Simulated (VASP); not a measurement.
Input of a VASP 6.6.1 run:

Contents of INCAR:

```
  PREC = Accurate
  ENCUT = 520
  EDIFF = 1E-6
  ISMEAR = -1
  SIGMA = 0.13605693000000002
  LREAL = False
  LASPH = True
  NELM = 80
  ALGO = Normal
  ISIF = 2
  LWAVE = False
  LCHARG = False
  GGA = CA
  NBANDS = 8
```

KPOINTS

```
Automatic mesh
0
Gamma
  18 18 18
```

File POSCAR:

```
C
1.0
   -1.1569210860      1.1569210860      1.1569210860
    1.1569210860     -1.1569210860      1.1569210860
    1.1569210860      1.1569210860     -1.1569210860
C
1
Direct
    0.0000000000      0.0000000000      0.0000000000
```

Potentials or basis: VASP PAW LDA potentials, release 64 (C).

Launch:

```sh
$ cat potpaw_LDA.64/C/POTCAR > POTCAR
$ mpirun -np 1 vasp_std > vasp.out
```

Q: Predict the band gap on the k mesh.

A: Zero (band 2 reaches 19.27 eV, above the bottom of band 3 at 4.19 eV).

Q: What does it give for the pressure?

A: 5.3 GPa.
